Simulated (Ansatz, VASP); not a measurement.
# One calculation of GaN, two programs

```
Ga N
1.0
     0.00000   -2.27435   -2.18338
     0.00000    2.27435   -2.18338
     4.36676    0.00000    0.00000
Ga N
2 2
Direct
  0.51312 0.51312 0.50000
  0.98688 0.98688 0.00000
  0.00749 0.49251 0.25000
  0.49251 0.00749 0.75000
```

Change from the starting cell: mode 4 frozen in at -0.060 Å, equal normal strain along x and y -0.0400.

Alike in both runs: task single point; functional PBE; k mesh 8 × 8 × 6; occupations gaussian, width 0.05 eV; no spin polarisation.

|  | VASP | Ansatz |
| --- | --- | --- |
| version | VASP 6.6.1 | Ansatz 0.2.0 |
| potentials or method | VASP PAW PBE potentials, release 64 (Ga_d, N), cutoff 520 eV | scalar-relativistic, plane waves, PAW |
| valence electrons in the cell | 36 | 36 |

```csv
,VASP,Ansatz,Ansatz less VASP
gap on the k mesh at the Fermi level (eV),1.98,1.98,-0.008
least direct gap on the mesh (eV),1.98,1.98,-0.008
pressure (GPa),16.5,16.6,+0.04
"traceless stress, the component that is largest in VASP (GPa)",-3.47,-3.44,+0.023
rms of the force components (eV/Å),0.234,0.234,+0.0004
```

Atom by atom the forces differ by 0.002 eV/Å (rms over components). With one functional, cell and mesh, what is left measures potentials, basis and numerics.
